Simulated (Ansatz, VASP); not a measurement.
## MgO2: VASP beside Ansatz

File POSCAR:

```
MgO2
1.0
    1.5788732469      0.9115628941      3.6094952467
   -1.5788732469      0.9115628941      3.6094952467
    0.0000000000     -1.8231257882      3.6094952467
Mg O
1 2
Direct
    0.0000000000      0.0000000000      0.0000000000
    0.4287860000      0.4287860000      0.4287860000
    0.5712140000      0.5712140000      0.5712140000
```

Contents of INCAR.step1:

```
SYSTEM = MgO2
ALGO = Normal
EDIFF = 1E-4
ENCUT = 520
GGA = PE
ISMEAR = 0
LASPH = .True.
LCHARG = .False.
LREAL = .False.
LWAVE = .True.
NBANDS = 14
NELM = 60
PREC = Accurate
SIGMA = 0.05
```

File INCAR.step2:

```
SYSTEM = MgO2
ALGO = Normal
EDIFF = 1E-6
ENCUT = 520
ISIF = 2
ISMEAR = 0
ISTART = 1
LASPH = .True.
LCHARG = .True.
LELF = .True.
LMIXTAU = .True.
LREAL = .False.
LVHAR = .True.
LWAVE = .False.
METAGGA = R2SCAN
NBANDS = 14
NELM = 60
PREC = Accurate
SIGMA = 0.05
```

Contents of KPOINTS:

```
k-points
0
Gamma
  12 12 12
  0 0 0
```

Input for Ansatz:

```yaml
crystal:
  lattice:
    - [1.5788732469, 0.9115628941, 3.6094952467]
    - [-1.5788732469, 0.9115628941, 3.6094952467]
    - [0.0, -1.8231257882, 3.6094952467]
  atoms:
    - { symbol: Mg, position: [0.0, 0.0, 0.0] }
    - { symbol: O, position: [0.428786, 0.428786, 0.428786] }
    - { symbol: O, position: [0.571214, 0.571214, 0.571214] }
basis:
  ecutwfc: 500
kpoints:
  mp_grid: { grid: [12, 12, 12] }
hamiltonian:
  xc: r2scan
scf:
  occupations: { method: gaussian, width: 0.05 }
output:
  forces: true
  stress: true
  eigenvalues: true
```

Alike in both runs: task single point; functional r2SCAN; k mesh 12 × 12 × 12; occupations gaussian, width 0.05 eV; no spin polarisation.

|  | VASP | Ansatz |
| --- | --- | --- |
| version | VASP 6.6.1 | Ansatz 0.2.0 |
| potentials or method | VASP PAW PBE potentials, release 64 (Mg, O), cutoff 520 eV | scalar-relativistic, plane waves, PAW |
| valence electrons in the cell | 14 | 22 |

```tsv
	VASP	Ansatz	Ansatz less VASP
gap on the k mesh at the Fermi level (eV)	2.20	2.22	+0.025
least direct gap on the mesh (eV)	2.20	2.22	+0.025
pressure (GPa)	-8.2	-7.7	+0.50
traceless stress, the component that is largest in VASP (GPa)	-12.86	-13.93	-1.062
rms of the force components (eV/Å)	0.421	0.515	+0.0937
```

VASP's potentials were made for PBE, not for r2SCAN. Atom by atom the forces differ by 0.094 eV/Å (rms over components). With one functional, cell and mesh, what is left measures potentials, basis and numerics. VASP's potentials hold 14 valence electrons a cell and Ansatz's 22, so a difference there can come from the potentials and not from the codes.
